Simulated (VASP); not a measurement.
# TiTe2 (P-3m1) in VASP: a series of runs

The runs below take TiTe2 through single point, with PBE.

Program: VASP 6.6.1. These are calculated values, not measurements. Logs are shortened: lines on timing, memory, paths and dates and some standing lists are left out, and cuts for length are marked.

### Step 1. The cell of the first run

It takes space group P-3m1 (No. 164, trigonal). Conventional cell: a = 3.700 Å, b = 3.700 Å, c = 6.365 Å, α = 90.00°, β = 90.00°, γ = 120.00°. Te (site symmetry 3m) has 3 Ti at 2.71 Å within 3.6 Å. Ti (site symmetry -3m) has 6 Te at 2.71 Å within 3.6 Å.

### Step 2. Single point, PBE (volume scaled by 0.94)

File INCAR:

```
  ALGO = Normal
  EDIFF = 1E-7
  ENCUT = 520
  GGA = PE
  ISIF = 2
  ISMEAR = -1
  LASPH = T
  LCHARG = F
  LREAL = F
  LWAVE = F
  NBANDS = 19
  NELM = 100
  PREC = Accurate
  SIGMA = 0.05
```

File KPOINTS:

```
k-points
0
Gamma
  8 8 4
```

File POSCAR:

```
TiTe2
1.0
    3.6998967326      0.0000000000      0.0000000000
   -1.8499483663      3.2042045618      0.0000000000
    0.0000000000      0.0000000000      6.3653505344
Te Ti
2 1
Direct
    0.3333333333      0.6666666667      0.7372000000
    0.6666666667      0.3333333333      0.2628000000
    0.0000000000      0.0000000000      0.0000000000
```

Potentials or basis: VASP PAW PBE potentials, release 64 (Te, Ti_sv).

Started as:

```
cat potpaw_PBE.64/Te/POTCAR potpaw_PBE.64/Ti_sv/POTCAR > POTCAR
mpirun -np 1 vasp_std > vasp.out
```

OUTCAR:

```text
EDIFF = 1E-7
   ENCUT = 520
   GGA = PE
   ISIF = 2
   ISMEAR = -1
   LASPH = T
   LREAL = F
   NELM = 100
   PREC = Accurate

 ion  position               nearest neighbor table
   1  0.333  0.667  0.737-   3 2.71   3 2.71   3 2.71
   2  0.667  0.333  0.263-   3 2.71   3 2.71   3 2.71
   3  0.000  0.000  0.000-   1 2.71   2 2.71   1 2.71   2 2.71   2 2.71   1 2.71

  LATTYP: Found a hexagonal cell.
 ALAT       =     3.6998967326
 C/A-ratio  =     1.7204130262

  Lattice vectors:

 A1 = (   3.6998967326,   0.0000000000,   0.0000000000)
 A2 = (  -1.8499483663,   3.2042045618,   0.0000000000)
 A3 = (   0.0000000000,   0.0000000000,   6.3653505344)

Analysis of symmetry for initial positions (statically):
=====================================================================
 Subroutine PRICEL returns:
 Original cell was already a primitive cell.

 Routine SETGRP: Setting up the symmetry group for a
 hexagonal supercell.

 Subroutine GETGRP returns: Found 12 space group operations
 (whereof 12 operations were pure point group operations)
 out of a pool of 24 trial point group operations.

The static configuration has the point symmetry D_3d.

Analysis of symmetry for dynamics (positions and initial velocities):
=====================================================================
 Subroutine PRICEL returns:
 Original cell was already a primitive cell.

 Routine SETGRP: Setting up the symmetry group for a
 hexagonal supercell.

 Subroutine GETGRP returns: Found 12 space group operations
 (whereof 12 operations were pure point group operations)
 out of a pool of 24 trial point group operations.

The dynamic configuration has the point symmetry D_3d.

 Subroutine INISYM returns: Found 12 space group operations
 (whereof 12 operations are pure point group operations),
 and found     1 'primitive' translations

----------------------------------------------------------------------------------------

                                     Primitive cell

  volume of cell :      75.4627

  direct lattice vectors                    reciprocal lattice vectors
     3.699896733  0.000000000  0.000000000     0.270277814  0.156044969  0.000000000
    -1.849948366  3.204204562  0.000000000     0.000000000  0.312089937  0.000000000
     0.000000000  0.000000000  6.365350534     0.000000000  0.000000000  0.157100539

  length of vectors
     3.699896733  3.699896733  6.365350534     0.312089937  0.312089937  0.157100539

  position of ions in fractional coordinates (direct lattice)
     0.333333333  0.666666667  0.737200000
     0.666666667  0.333333333  0.262800000
     0.000000000  0.000000000  0.000000000

  ion indices of the primitive-cell ions
   primitive index   ion index
                 1           1
                 2           2
                 3           3

----------------------------------------------------------------------------------------

 KPOINTS: k-points

Automatic generation of k-mesh.
 Grid dimensions read from file:
 generate k-points for:    8    8    4

 Generating k-lattice:

  Cartesian coordinates                     Fractional coordinates (reciprocal lattice)
     0.033784727  0.019505621  0.000000000     0.125000000  0.000000000  0.000000000
     0.000000000  0.039011242  0.000000000     0.000000000  0.125000000  0.000000000
     0.000000000  0.000000000  0.039275135     0.000000000  0.000000000  0.250000000

  Length of vectors
     0.039011242  0.039011242  0.039275135

  Shift w.r.t. Gamma in fractional coordinates (k-lattice)
     0.000000000  0.000000000  0.000000000

 Subroutine IBZKPT returns following result:
 ===========================================

 Found     35 irreducible k-points:

 Following reciprocal coordinates:
            Coordinates               Weight
  0.000000  0.000000  0.000000      1.000000
  0.125000  0.000000  0.000000      6.000000
  0.250000  0.000000  0.000000      6.000000
  0.375000  0.000000  0.000000      6.000000
  0.500000  0.000000  0.000000      3.000000
  0.125000  0.125000  0.000000      6.000000
[... 16 lines left out ...]
 -0.125000  0.500000  0.250000     12.000000
  0.250000  0.250000  0.250000     12.000000
 [... further k-points ...]
   k-points           NKPTS =     35   k-points in BZ     NKDIM =     35   number of bands    NBANDS=     19
   number of dos      NEDOS =    301   number of ions     NIONS =      3
   total plane-waves  NPLWV =  37632
   dimension x,y,z NGX =    28 NGY =   28 NGZ =   48
   dimension x,y,z NGXF=    56 NGYF=   56 NGZF=   96
   ions per type =               2   1
   NGX,Y,Z   is equivalent  to a cutoff of  12.58, 12.58, 12.54 a.u.
   NGXF,Y,Z  is equivalent  to a cutoff of  25.16, 25.16, 25.07 a.u.
 SYSTEM =  unknown system
   PREC   = accura    normal or accurate (medium, high low for compatibility)
   ISTART =      0    job   : 0-new  1-cont  2-samecut
   ICHARG =      2    charge: 1-file 2-atom 10-const
   ISPIN  =      1    spin polarized calculation?
   LNONCOLLINEAR =      F non collinear calculations
   LSORBIT =      F    spin-orbit coupling
   LASPH  =      T    aspherical Exc in radial PAW
   ENCUT  =  520.0 eV  38.22 Ry    6.18 a.u.   6.88  6.88 11.84*2*pi/ulx,y,z
   NELM   =    100;   NELMIN=  2; NELMDL= -5     # of ELM steps
   EDIFF  = 0.1E-06   stopping-criterion for ELM
   LREAL  =      F    real-space projection
   EDIFFG = 0.1E-05   stopping-criterion for IOM
   NSW    =      0    number of steps for IOM
   IBRION =     -1    ionic relax: 0-MD 1-quasi-New 2-CG
   NFREE  =      0    steps in history (QN), initial steepest desc. (CG)
   ISIF   =      2    stress and relaxation
   ISYM   =      2    0-nonsym 1-usesym 2-fastsym
   POTIM  = 0.5000    time-step for ionic-motion
   TEBEG  =    0.0;   TEEND  =   0.0 temperature during run
   PSTRESS=    0.0 pullay stress
   NELECT =      24.0000    total number of electrons
   NUPDOWN=      -1.0000    fix difference up-down
   EMIN   =  10.00;   EMAX   =-10.00  energy-range for DOS
   EFERMI =   0.00;   METHOD = LEGACY
   ISMEAR =    -1;   SIGMA  =   0.05  broadening in eV -4-tet -1-fermi 0-gaus
   EFERMI_NEDOS =   21; number of points for ismear=-14 and -15
   IALGO  =     38    algorithm
   IMIX   =      4    mixing-type and parameters
     AMIX     =   0.40;   BMIX     =  1.00
     AMIX_MAG =   1.60;   BMIX_MAG =  1.00
  volume/ion in A,a.u.               =      25.15       169.75
  Fermi-wavevector in a.u.,A,eV,Ry     =   1.117467  2.111706 16.990023  1.248731
  Thomas-Fermi vector in A             =   2.254090
   LORBIT       =      0    0 simple, 1 ext, 2 COOP (PROOUT), +10 PAW based schemes
   GGA     = PE    functional components
   LHFCALC =     F    Hartree Fock is set to
   AEXX    =    0.0000 exact exchange contribution
   IVDW    =     0    specifies the selected vdW correction
   LEPSILON=     F    determine dielectric tensor
   LRPA    =     F    only Hartree local field effects (RPA)
 non-spin polarized calculation
  energy-cutoff  :      520.00
  volume of cell :       75.46
 maximum number of plane-waves:      2064
   NGX = 13   NGY = 13   NGZ = 23

 number of electron      24.0000001 magnetization

 Free energy of the ion-electron system (eV)
  ---------------------------------------------------
  ext. energy  EPLUGINS =         0.00000000
  ---------------------------------------------------
  free energy    TOTEN  =       -16.12247621 eV

  energy without entropy =      -16.11130157  energy(sigma->0) =      -16.11688889

 E-fermi :   7.5573     XC(G=0): -10.1437

 val. band max:        7.5479524149   @ k =   0.1250   0.0000   0.2500
 cond. band min:       7.5871068214   @ k =   0.5000   0.0000   0.0000
 fundamental gap:      0.0391544066
 Fermi energy:         7.5572606815

 k-point     1 :       0.0000    0.0000    0.0000
  band No.  band energies     occupation
      1     -49.7549      2.00000
      2     -26.0254      2.00000
      3     -26.0254      2.00000
      4     -26.0029      2.00000
      5      -5.1971      2.00000
      6      -3.4984      2.00000
[... 11 lines left out ...]
     18      12.7952      0.00000
     19      14.0955      0.00000

 k-point     2 :       0.1250    0.0000    0.0000
  band No.  band energies     occupation
      1     -49.7543      2.00000
      2     -26.0336      2.00000
      3     -26.0272      2.00000
      4     -26.0009      2.00000
      5      -5.0087      2.00000
      6      -3.4029      2.00000
[... 11 lines left out ...]
     18      13.7342      0.00000
     19      14.8267      0.00000

 k-point     3 :       0.2500    0.0000    0.0000
  band No.  band energies     occupation
      1     -49.7527      2.00000
      2     -26.0535      2.00000
      3     -26.0317      2.00000
      4     -25.9960      2.00000
      5      -4.4791      2.00000
      6      -3.1632      2.00000
[... 11 lines left out ...]
     18      13.4378      0.00000
     19      14.3123      0.00000

 k-point     4 :       0.3750    0.0000    0.0000
  band No.  band energies     occupation
      1     -49.7512      2.00000
      2     -26.0732      2.00000
      3     -26.0362      2.00000
      4     -25.9912      2.00000
      5      -3.7483      2.00000
      6      -2.9522      2.00000
[... 11 lines left out ...]
     18      13.2333      0.00000
     19      13.4549      0.00000

 k-point     5 :       0.5000    0.0000    0.0000
  band No.  band energies     occupation
      1     -49.7506      2.00000
      2     -26.0814      2.00000
      3     -26.0380      2.00000
      4     -25.9892      2.00000
      5      -3.2150      2.00000
      6      -3.0159      2.00000
[... 11 lines left out ...]
     18      13.0446      0.00000
     19      13.3073      0.00000

 k-point     6 :       0.1250    0.1250    0.0000
  band No.  band energies     occupation
      1     -49.7532      2.00000
      2     -26.0467      2.00000
      3     -26.0313      2.00000
      4     -25.9975      2.00000
      5      -4.6489      2.00000
      6      -3.2334      2.00000
[... 11 lines left out ...]
     18      14.6852      0.00000
     19      14.7820      0.00000

 k-point     7 :       0.2500    0.1250    0.0000
  band No.  band energies     occupation
      1     -49.7517      2.00000
      2     -26.0645      2.00000
      3     -26.0379      2.00000
      4     -25.9926      2.00000
      5      -4.0119      2.00000
      6      -2.9921      2.00000
[... 11 lines left out ...]
     18      13.4281      0.00000
     19      14.2521      0.00000

 k-point     8 :       0.3750    0.1250    0.0000
  band No.  band energies     occupation
      1     -49.7506      2.00000
      2     -26.0769      2.00000
      3     -26.0426      2.00000
      4     -25.9892      2.00000
      5      -3.3304      2.00000
      6      -2.9089      2.00000
[... 256 lines left out ...]
 k-point    20 :       0.2500    0.1250    0.2500
  band No.  band energies     occupation
      1     -49.7517      2.00000
      2     -26.0645      2.00000
      3     -26.0379      2.00000
      4     -25.9926      2.00000
      5      -3.9060      2.00000
      6      -3.1377      2.00000
[... 11 lines left out ...]
     18      13.2273      0.00000
     19      14.0383      0.00000

 k-point    21 :      -0.1250    0.3750    0.2500
  band No.  band energies     occupation
      1     -49.7517      2.00000
      2     -26.0645      2.00000
      3     -26.0379      2.00000
      4     -25.9926      2.00000
      5      -3.8642      2.00000
      6      -3.2013      2.00000
[... 11 lines left out ...]
     18      13.2071      0.00000
     19      14.3157      0.00000

 k-point    22 :       0.3750    0.1250    0.2500
  band No.  band energies     occupation
      1     -49.7506      2.00000
      2     -26.0769      2.00000
      3     -26.0426      2.00000
      4     -25.9892      2.00000
      5      -3.3306      2.00000
      6      -2.8872      2.00000
[... 11 lines left out ...]
     18      12.9621      0.00000
     19      13.6947      0.00000

 k-point    23 :      -0.1250    0.5000    0.2500
  band No.  band energies     occupation
      1     -49.7506      2.00000
      2     -26.0768      2.00000
      3     -26.0426      2.00000
      4     -25.9892      2.00000
      5      -3.2195      2.00000
      6      -3.0231      2.00000
[... 11 lines left out ...]
     18      12.5631      0.00000
     19      14.0316      0.00000

 k-point    24 :       0.2500    0.2500    0.2500
  band No.  band energies     occupation
      1     -49.7506      2.00000
      2     -26.0705      2.00000
      3     -26.0489      2.00000
      4     -25.9892      2.00000
      5      -3.3276      2.00000
      6      -2.9254      2.00000
[... 11 lines left out ...]
     18      12.9373      0.00000
     19      13.8381      0.00000

 [... further k-points ...]
[... 5 lines left out ...]
  --------------------------------------------------------------------------------------
  -------------------------------------------------------------------------------------
  Total        2.4186605      2.4186605      2.9119835      0.0000000      0.0000000      0.0000000
  in kB       51.3515228     51.3515228     61.8254571      0.0000000      0.0000000      0.0000000
  external PRESSURE =      54.8428343 kB  Pullay stress =       0.0000000 kB

 VOLUME and BASIS-vectors are now :
 -----------------------------------------------------------------------------
  energy-cutoff  :      520.00
  volume of cell :       75.46
      direct lattice vectors                 reciprocal lattice vectors
     3.699896733  0.000000000  0.000000000     0.270277814  0.156044969  0.000000000
    -1.849948366  3.204204562  0.000000000     0.000000000  0.312089937  0.000000000
     0.000000000  0.000000000  6.365350534     0.000000000  0.000000000  0.157100539

 POSITION                                       TOTAL-FORCE (eV/Angst)
 -----------------------------------------------------------------------------------
     -0.00000      2.13614      4.69254        -0.000000      0.000000     -0.588487
      1.84995      1.06807      1.67281         0.000000     -0.000000      0.588487
      0.00000      0.00000      0.00000         0.000000      0.000000      0.000000
 -----------------------------------------------------------------------------------
    total drift:                                0.000000     -0.000000      0.000000

  FREE ENERGIE OF THE ION-ELECTRON SYSTEM (eV)
  ---------------------------------------------------
  free  energy   TOTEN  =       -16.1224762070 eV

  energy  without entropy=      -16.1113015739  energy(sigma->0) =      -16.11688889
```

Wall time 41 s (1 thread of Intel Xeon 6975P-C, shared host); peak memory 0.21 GiB.

Results:

* Free energy: -16.1225 eV
* Pressure: 5.5 GPa
* Largest force: 0.588 eV/Å
* Band gap on the k mesh: zero (band 12 reaches 7.98 eV, above the bottom of band 13 at 7.21 eV)

Forces in eV/Å, atoms in the order of the input:
```
Te   0.000  0.000 -0.588
Te   0.000  0.000  0.588
Ti   0.000  0.000  0.000
```

Stress tensor (GPa, compression positive):
```
5.14 0.00 0.00
0.00 5.14 0.00
0.00 0.00 6.18
```

Caveat: spin-orbit coupling is left out, which moves the levels of the heavy elements; this functional lacks dispersion, which binds the layers, so the pressure and a relaxed spacing across them are unreliable.

### Step 3. Single point, PBE (volume scaled by 0.98)

File INCAR:

```
SYSTEM = TiTe2
ALGO     = Normal         ! electronic algorithm
EDIFF    = 1E-6           ! SCF threshold, eV
ENCUT    = 520            ! plane-wave cutoff, eV
GGA      = PE             ! functional
ISIF     = 2              ! what is computed and relaxed
ISMEAR   = -1             ! smearing method
LASPH    = .TRUE.         ! aspherical terms in the spheres
LCHARG   = .FALSE.        ! write CHGCAR
LREAL    = .FALSE.        ! projectors in reciprocal space
LWAVE    = .FALSE.        ! write WAVECAR
NBANDS   = 19             ! bands
NELM     = 80             ! most SCF steps
PREC     = Accurate       ! precision mode
SIGMA    = 0.05           ! smearing width, eV
```

File KPOINTS:

```
k-points
0
G
  8 8 4
  0 0 0
```

File POSCAR:

```
TiTe2
1.0
    3.7516502429      0.0000000000      0.0000000000
   -1.8758251215      3.2490244165      0.0000000000
    0.0000000000      0.0000000000      6.4543879477
Te Ti
2 1
Direct
    0.3333333333      0.6666666667      0.7372000000
    0.6666666667      0.3333333333      0.2628000000
    0.0000000000      0.0000000000      0.0000000000
```

Potentials or basis: VASP PAW PBE potentials, release 64 (Te, Ti_sv).

Started as:

```
cat potpaw_PBE.64/Te/POTCAR potpaw_PBE.64/Ti_sv/POTCAR > POTCAR
mpirun -np 1 vasp_std > vasp.out
```

Wall time 40 s (1 thread of Intel Xeon 6975P-C, shared host); peak memory 0.21 GiB.

It converged, with:

```
Free energy            : -16.1995 eV
Pressure               : 2.3 GPa
Largest force          : 0.198 eV/Å
Band gap on the k mesh : zero (band 12 reaches 7.46 eV, above the bottom of band 13 at 6.76 eV)
```

Forces in eV/Å, atoms in the order of the input:
```
Te   0.000  0.000 -0.198
Te   0.000  0.000  0.198
Ti   0.000  0.000  0.000
```

Stress tensor (GPa, compression positive):
```
2.02 0.00 0.00
0.00 2.02 0.00
0.00 0.00 2.75
```

Levels at points of the mesh, in eV from the Fermi level:
| k point | band 8 | band 9 | band 10 | band 11 | band 12 | band 13 | band 14 | band 15 | band 16 | band 17 |
| --- | --- | --- | --- | --- | --- | --- | --- | --- | --- | --- |
| (0.00, 0.00, 0.00) | -1.70 | -1.70 | 0.36 | 0.41 | 0.41 | 0.63 | 1.14 | 1.14 | 3.16 | 3.16 |
| (0.50, 0.00, 0.00) | -3.75 | -2.76 | -2.43 | -1.77 | -1.14 | 0.03 | 1.19 | 1.54 | 2.47 | 3.46 |
| (0.00, 0.00, 0.50) | -2.69 | -1.62 | -1.62 | 0.40 | 0.40 | 0.81 | 0.81 | 1.08 | 3.61 | 3.61 |
| (0.50, 0.00, 0.50) | -4.63 | -2.44 | -2.05 | -0.96 | -0.59 | -0.28 | 1.19 | 1.51 | 2.68 | 3.61 |

Caveat: spin-orbit coupling is left out, which moves the levels of the heavy elements; this functional lacks dispersion, which binds the layers, so the pressure and a relaxed spacing across them are unreliable.
